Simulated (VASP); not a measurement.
# Si4S (Pm-3m) in VASP: a series of runs

Si4S is run at these levels: PBE; tasks: single point.

All numbers are computed with VASP 6.6.1; they aren't measurements. Logs are shortened: lines on timing, memory, paths and dates and some standing lists are left out, and cuts for length are marked.

## 1. The cell of the first run

It takes space group Pm-3m (No. 221, cubic). Conventional cell: a = 4.476 Å, b = 4.476 Å, c = 4.476 Å, α = 90.00°, β = 90.00°, γ = 90.00°. Si (site symmetry 4/mmm) has 2 S at 2.24 Å within 3.0 Å. Within 4.2 Å of Si (site symmetry m-3m) lie 12 Si at 3.16 Å and 8 S at 3.88 Å. S (site symmetry m-3m) has 6 Si at 2.24 Å within 3.0 Å.

## 2. Single point, PBE

The input, INCAR:

```
PREC     = Accurate       # precision mode
ENCUT    = 500            # plane-wave cutoff, eV
EDIFF    = 1E-6           # SCF threshold, eV
ISMEAR   = 0              # smearing method
SIGMA    = 0.2            # smearing width, eV
LREAL    = F              # projectors in reciprocal space
LASPH    = T              # aspherical terms in the spheres
NELM     = 120            # most SCF steps
ALGO     = Normal         # electronic algorithm
ISIF     = 2              # what is computed and relaxed
LWAVE    = F              # write WAVECAR
LCHARG   = T              # write CHGCAR
GGA      = PE             # functional
LELF     = T              # ELF
LVHAR    = T            
NBANDS   = 19             # bands
GGA_COMPAT= F
```

The input, KPOINTS:

```
Automatic mesh
0
Gamma
  4 4 4
```

The input, POSCAR:

```
Si4S
1.0
    4.4758657900      0.0000000000      0.0000000000
    0.0000000000      4.4758657900      0.0000000000
    0.0000000000      0.0000000000      4.4758657900
Si S
4 1
Direct
    0.0000000000      0.5000000000      0.5000000000
    0.5000000000      0.0000000000      0.5000000000
    0.5000000000      0.5000000000      0.0000000000
    0.0000000000      0.0000000000      0.0000000000
    0.5000000000      0.5000000000      0.5000000000
```

Potentials or basis: VASP PAW PBE potentials, release 64 (Si, S).

Launch:

```sh
cat potpaw_PBE.64/Si/POTCAR potpaw_PBE.64/S/POTCAR > POTCAR
mpirun -np 1 vasp_std > vasp.out
```

OUTCAR:

```text
PREC = Accurate
   ENCUT = 500
   EDIFF = 1E-6
   ISMEAR = 0
   LREAL = F
   LASPH = T
   NELM = 120
   ISIF = 2
   GGA = PE

 ion  position               nearest neighbor table
   1  0.000  0.500  0.500-   5 2.24   5 2.24
   2  0.500  0.000  0.500-   5 2.24   5 2.24
   3  0.500  0.500  0.000-   5 2.24   5 2.24
   4  0.000  0.000  0.000-
   5  0.500  0.500  0.500-   1 2.24   2 2.24   3 2.24   3 2.24   2 2.24   1 2.24

  LATTYP: Found a simple cubic cell.
 ALAT       =     4.4758657900

  Lattice vectors:

 A1 = (   4.4758657900,   0.0000000000,   0.0000000000)
 A2 = (   0.0000000000,   4.4758657900,   0.0000000000)
 A3 = (   0.0000000000,   0.0000000000,   4.4758657900)

Analysis of symmetry for initial positions (statically):
=====================================================================
 Subroutine PRICEL returns:
 Original cell was already a primitive cell.

 Routine SETGRP: Setting up the symmetry group for a
 simple cubic supercell.

 Subroutine GETGRP returns: Found 48 space group operations
[... 9 lines left out ...]

 Routine SETGRP: Setting up the symmetry group for a
 simple cubic supercell.

 Subroutine GETGRP returns: Found 48 space group operations
[... 11 lines left out ...]
                                     Primitive cell

  volume of cell :      89.6667

  direct lattice vectors                    reciprocal lattice vectors
     4.475865790  0.000000000  0.000000000     0.223420461  0.000000000  0.000000000
     0.000000000  4.475865790  0.000000000     0.000000000  0.223420461  0.000000000
     0.000000000  0.000000000  4.475865790     0.000000000  0.000000000  0.223420461

  length of vectors
     4.475865790  4.475865790  4.475865790     0.223420461  0.223420461  0.223420461

  position of ions in fractional coordinates (direct lattice)
     0.000000000  0.500000000  0.500000000
     0.500000000  0.000000000  0.500000000
     0.500000000  0.500000000  0.000000000
     0.000000000  0.000000000  0.000000000
     0.500000000  0.500000000  0.500000000

  ion indices of the primitive-cell ions
   primitive index   ion index
                 1           1
                 2           2
                 3           3
                 4           4
                 5           5

----------------------------------------------------------------------------------------

 KPOINTS: Automatic mesh

Automatic generation of k-mesh.
 Grid dimensions read from file:
 generate k-points for:    4    4    4

 Generating k-lattice:

  Cartesian coordinates                     Fractional coordinates (reciprocal lattice)
     0.055855115  0.000000000  0.000000000     0.250000000  0.000000000  0.000000000
     0.000000000  0.055855115  0.000000000     0.000000000  0.250000000  0.000000000
     0.000000000  0.000000000  0.055855115     0.000000000  0.000000000  0.250000000

  Length of vectors
     0.055855115  0.055855115  0.055855115

  Shift w.r.t. Gamma in fractional coordinates (k-lattice)
     0.000000000  0.000000000  0.000000000

 Subroutine IBZKPT returns following result:
 ===========================================

 Found     10 irreducible k-points:

 Following reciprocal coordinates:
            Coordinates               Weight
  0.000000  0.000000  0.000000      1.000000
  0.250000  0.000000  0.000000      6.000000
  0.500000  0.000000  0.000000      3.000000
  0.250000  0.250000  0.000000     12.000000
  0.500000  0.250000  0.000000     12.000000
  0.500000  0.500000  0.000000      3.000000
  0.250000  0.250000  0.250000      8.000000
  0.500000  0.250000  0.250000     12.000000
  0.500000  0.500000  0.250000      6.000000
  0.500000  0.500000  0.500000      1.000000
   k-points           NKPTS =     10   k-points in BZ     NKDIM =     10   number of bands    NBANDS=     19
   number of dos      NEDOS =    301   number of ions     NIONS =      5
   total plane-waves  NPLWV =  46656
   dimension x,y,z NGX =    36 NGY =   36 NGZ =   36
   dimension x,y,z NGXF=    72 NGYF=   72 NGZF=   72
   ions per type =               4   1
   NGX,Y,Z   is equivalent  to a cutoff of  13.37, 13.37, 13.37 a.u.
   NGXF,Y,Z  is equivalent  to a cutoff of  26.74, 26.74, 26.74 a.u.
 SYSTEM =  unknown system
   PREC   = accura    normal or accurate (medium, high low for compatibility)
   ISTART =      0    job   : 0-new  1-cont  2-samecut
   ICHARG =      2    charge: 1-file 2-atom 10-const
   ISPIN  =      1    spin polarized calculation?
   LNONCOLLINEAR =      F non collinear calculations
   LSORBIT =      F    spin-orbit coupling
   LASPH  =      T    aspherical Exc in radial PAW
   ENCUT  =  500.0 eV  36.75 Ry    6.06 a.u.   8.16  8.16  8.16*2*pi/ulx,y,z
   NELM   =    120;   NELMIN=  2; NELMDL= -5     # of ELM steps
   EDIFF  = 0.1E-05   stopping-criterion for ELM
   LREAL  =      F    real-space projection
   EDIFFG = 0.1E-04   stopping-criterion for IOM
   NSW    =      0    number of steps for IOM
   IBRION =     -1    ionic relax: 0-MD 1-quasi-New 2-CG
   NFREE  =      0    steps in history (QN), initial steepest desc. (CG)
   ISIF   =      2    stress and relaxation
   ISYM   =      2    0-nonsym 1-usesym 2-fastsym
   POTIM  = 0.5000    time-step for ionic-motion
   TEBEG  =    0.0;   TEEND  =   0.0 temperature during run
   PSTRESS=    0.0 pullay stress
   NELECT =      22.0000    total number of electrons
   NUPDOWN=      -1.0000    fix difference up-down
   EMIN   =  10.00;   EMAX   =-10.00  energy-range for DOS
   EFERMI =   0.00;   METHOD = LEGACY
   ISMEAR =     0;   SIGMA  =   0.20  broadening in eV -4-tet -1-fermi 0-gaus
   EFERMI_NEDOS =   21; number of points for ismear=-14 and -15
   IALGO  =     38    algorithm
   IMIX   =      4    mixing-type and parameters
     AMIX     =   0.40;   BMIX     =  1.00
     AMIX_MAG =   1.60;   BMIX_MAG =  1.00
  volume/ion in A,a.u.               =      17.93       121.02
  Fermi-wavevector in a.u.,A,eV,Ry     =   1.024878  1.936738 14.291207  1.050374
  Thomas-Fermi vector in A             =   2.158688
   LORBIT       =      0    0 simple, 1 ext, 2 COOP (PROOUT), +10 PAW based schemes
   GGA     = PE    functional components
   LHFCALC =     F    Hartree Fock is set to
   AEXX    =    0.0000 exact exchange contribution
   IVDW    =     0    specifies the selected vdW correction
   LEPSILON=     F    determine dielectric tensor
   LRPA    =     F    only Hartree local field effects (RPA)
 non-spin polarized calculation
 Gauss-broadening in eV      SIGMA  =   0.20
  energy-cutoff  :      500.00
  volume of cell :       89.67
 maximum number of plane-waves:      2301
 NGX is ok and might be reduce to    36
   NGX = 17   NGY = 17   NGZ = 17

 number of electron      22.0000002 magnetization

 Free energy of the ion-electron system (eV)
  ---------------------------------------------------
  ext. energy  EPLUGINS =         0.00000000
  ---------------------------------------------------
  free energy    TOTEN  =       -20.68726470 eV

  energy without entropy =      -20.62389901  energy(sigma->0) =      -20.65558186

 E-fermi :   7.2673     XC(G=0): -10.2522

 val. band max:        7.2332286376   @ k =   0.5000   0.5000   0.2500
 cond. band min:       7.2819038678   @ k =   0.5000   0.5000   0.0000
 fundamental gap:      0.0486752302
 Fermi energy:         7.2672501979

 k-point     1 :       0.0000    0.0000    0.0000
  band No.  band energies     occupation
      1      -9.8504      2.00000
      2      -1.2593      2.00000
      3      -0.8150      2.00000
      4      -0.8150      2.00000
      5      -0.8150      2.00000
      6       1.4174      2.00000
[... 11 lines left out ...]
     18      11.9446      0.00000
     19      11.9446      0.00000

 k-point     2 :       0.2500    0.0000    0.0000
  band No.  band energies     occupation
      1      -9.7213      2.00000
      2      -2.7709      2.00000
      3      -0.6954      2.00000
      4      -0.6954      2.00000
      5      -0.1663      2.00000
      6       1.5816      2.00000
[... 11 lines left out ...]
     18      11.7737      0.00000
     19      12.9586      0.00000

 k-point     3 :       0.5000    0.0000    0.0000
  band No.  band energies     occupation
      1      -9.5781      2.00000
      2      -3.6083      2.00000
      3      -0.5631      2.00000
      4      -0.5631      2.00000
      5       0.9176      2.00000
      6       1.1815      2.00000
[... 11 lines left out ...]
     18      10.5136      0.00000
     19      10.8016      0.00000

 k-point     4 :       0.2500    0.2500    0.0000
  band No.  band energies     occupation
      1      -9.5965      2.00000
      2      -2.6978      2.00000
      3      -2.2628      2.00000
      4      -0.5853      2.00000
      5       0.5001      2.00000
      6       1.8725      2.00000
[... 11 lines left out ...]
     18      12.4628      0.00000
     19      12.6222      0.00000

 k-point     5 :       0.5000    0.2500    0.0000
  band No.  band energies     occupation
      1      -9.4586      2.00000
      2      -3.3555      2.00000
      3      -2.1599      2.00000
      4      -0.4647      2.00000
      5       0.4883      2.00000
      6       1.5326      2.00000
[... 11 lines left out ...]
     18      12.6169      0.00000
     19      13.1712      0.00000

 k-point     6 :       0.5000    0.5000    0.0000
  band No.  band energies     occupation
      1      -9.3273      2.00000
      2      -3.0152      2.00000
      3      -3.0152      2.00000
      4      -0.3581      2.00000
      5      -0.2622      2.00000
      6       1.8388      2.00000
[... 11 lines left out ...]
     18      12.9691      0.00000
     19      12.9691      0.00000

 k-point     7 :       0.2500    0.2500    0.2500
  band No.  band energies     occupation
      1      -9.4748      2.00000
      2      -2.5588      2.00000
      3      -2.1125      2.00000
      4      -2.1125      2.00000
      5       0.7755      2.00000
      6       3.8428      2.00000
[... 11 lines left out ...]
     18      12.4989      0.00000
     19      12.4989      0.00000

 k-point     8 :       0.5000    0.2500    0.2500
  band No.  band energies     occupation
      1      -9.3410      2.00000
      2      -3.1354      2.00000
      3      -2.0749      2.00000
      4      -1.9409      2.00000
      5       0.4125      2.00000
      6       3.2574      2.00000
[... 11 lines left out ...]
     18      11.7057      0.00000
     19      12.5538      0.00000

 k-point     9 :       0.5000    0.5000    0.2500
  band No.  band energies     occupation
      1      -9.2122      2.00000
      2      -2.8567      2.00000
      3      -2.8567      2.00000
      4      -1.8394      2.00000
      5       0.1108      2.00000
      6       3.3550      2.00000
[... 11 lines left out ...]
     18      12.4957      0.00000
     19      12.4957      0.00000

 k-point    10 :       0.5000    0.5000    0.5000
  band No.  band energies     occupation
      1      -9.0862      2.00000
      2      -2.6740      2.00000
      3      -2.6740      2.00000
      4      -2.6740      2.00000
      5       0.7716      2.00000
      6       2.4353      2.00000
[... 11 lines left out ...]
     18      12.3677      0.00000
     19      12.3677      0.00000

------------------------ aborting loop because EDIFF is reached ----------------------------------------

  FORCE on cell =-STRESS in cart. coord.  units (eV):
  Direction    XX          YY          ZZ          XY          YZ          ZX
  --------------------------------------------------------------------------------------
  -------------------------------------------------------------------------------------
  Total        0.1216039      0.1216039      0.1216039     -0.0000000     -0.0000000     -0.0000000
  in kB        2.1728365      2.1728365      2.1728365     -0.0000000     -0.0000000     -0.0000000
  external PRESSURE =       2.1728365 kB  Pullay stress =       0.0000000 kB

 VOLUME and BASIS-vectors are now :
 -----------------------------------------------------------------------------
  energy-cutoff  :      500.00
  volume of cell :       89.67
      direct lattice vectors                 reciprocal lattice vectors
     4.475865790  0.000000000  0.000000000     0.223420461  0.000000000  0.000000000
     0.000000000  4.475865790  0.000000000     0.000000000  0.223420461  0.000000000
     0.000000000  0.000000000  4.475865790     0.000000000  0.000000000  0.223420461

 POSITION                                       TOTAL-FORCE (eV/Angst)
 -----------------------------------------------------------------------------------
      0.00000      2.23793      2.23793         0.000000      0.000000      0.000000
      2.23793      0.00000      2.23793         0.000000      0.000000      0.000000
      2.23793      2.23793      0.00000         0.000000      0.000000      0.000000
      0.00000      0.00000      0.00000         0.000000      0.000000      0.000000
      2.23793      2.23793      2.23793         0.000000      0.000000      0.000000
 -----------------------------------------------------------------------------------
    total drift:                               -0.000000      0.000000      0.000000

  FREE ENERGIE OF THE ION-ELECTRON SYSTEM (eV)
  ---------------------------------------------------
  free  energy   TOTEN  =       -20.6872646982 eV

  energy  without entropy=      -20.6238990128  energy(sigma->0) =      -20.65558186
```

It took 13 s on 1 thread of Intel Xeon Platinum 8488C (Sapphire Rapids), shared host; peak memory 0.2 GiB.

What came out:

| Property | Result |
| --- | --- |
| Free energy | -20.6873 eV |
| Pressure | 0.2 GPa |
| Band gap on the k mesh | zero (band 11 reaches 7.70 eV, above the bottom of band 12 at 7.07 eV) |

## 3. Single point, PBE

This run uses another cell than the first one, of 19.61 Å³/atom, 1.093 times its volume.

The input, INCAR:

```
PREC = Accurate
ENCUT = 500
EDIFF = 1E-6
ISMEAR = 0
SIGMA = 0.2
LREAL = False
LASPH = True
NELM = 120
ALGO = Normal
ISIF = 2
LWAVE = False
LCHARG = True
GGA = PE
LELF = True
LVHAR = True
NBANDS = 19
GGA_COMPAT = False
```

The input, KPOINTS:

```
regular mesh
0
Gamma
  4 4 4
```

The input, POSCAR:

```
Si4S
1.0
    4.6108504800      0.0000000000      0.0000000000
    0.0000000000      4.6108504800      0.0000000000
    0.0000000000      0.0000000000      4.6108504800
Si S
4 1
Direct
    0.5000000000      0.5000000000      0.5000000000
    0.0000000000      0.5000000000      0.5000000000
    0.5000000000      0.0000000000      0.5000000000
    0.5000000000      0.5000000000      0.0000000000
    0.0000000000      0.0000000000      0.0000000000
```

Potentials or basis: VASP PAW PBE potentials, release 64 (Si, S).

Launch:

```sh
cat potpaw_PBE.64/Si/POTCAR potpaw_PBE.64/S/POTCAR > POTCAR
mpirun -np 1 vasp_std > vasp.out
```

Run time: 13 s. Hardware: 1 thread of Intel Xeon Platinum 8488C (Sapphire Rapids), shared host; peak memory 0.19 GiB.

The run converged. Its results:

| Quantity | Value |
| --- | --- |
| Free energy | -21.2380 eV |
| Pressure | 0.2 GPa |
| Band gap on the k mesh | zero (band 11 reaches 7.20 eV, above the bottom of band 12 at 5.43 eV) |

Levels at points of the mesh, in eV from the Fermi level:
```csv
k point,band 7,band 8,band 9,band 10,band 11,band 12,band 13,band 14,band 15,band 16
"(0.00, 0.00, 0.00)",-5.72,-2.09,-2.09,-2.09,-1.46,1.60,1.60,1.60,3.32,3.32
"(0.50, 0.00, 0.00)",-4.37,-3.19,-3.19,-0.82,-0.27,0.93,0.93,1.15,1.72,1.72
"(0.50, 0.50, 0.00)",-2.67,-2.64,-2.64,-2.47,-0.78,-0.78,1.32,1.86,1.86,4.19
"(0.50, 0.50, 0.50)",-4.99,-4.99,0.98,0.98,0.98,1.47,1.47,3.54,3.54,3.54
```
